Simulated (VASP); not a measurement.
Runs of VASP 6.6.1 on PbSe. The structure is that of space group Pm-3m (No. 221), or close to it. The cells are those of the table. 

```csv
level,cell,gap on the mesh (eV),pressure (GPa)
PBEsol,"a = 3.869 Å, 2 atoms",none,-5.5
r2SCAN,"a = 3.897 Å, 2 atoms",none,-4.5
r2SCAN,"a = 3.876 Å, 2 atoms",none,-3.9
PBEsol,"a = 3.682 Å, 2 atoms",none,(a)
```

Alike in all rows: task single point; potentials or basis VASP PAW PBE potentials, release 64 (Pb_d, Se); no spin polarisation; k mesh 12 × 12 × 12; cutoff (eV) 520; smearing gaussian 0.1 eV.

Estimate the missing entries.

(a) 0.9.

Caveats: the PAW data sets were made with another functional, which shifts forces and pressure a little; spin-orbit coupling is left out, which moves the levels of the heavy elements; the cell stands under tension (at least some runs); semilocal functionals underestimate gaps, and a narrow one can read as zero (at least some runs).

A k mesh can miss the band edges, and the runs leave out spin-orbit coupling on Pb, Se.

A gap of «none» marks levels without a gap at the run's occupations.
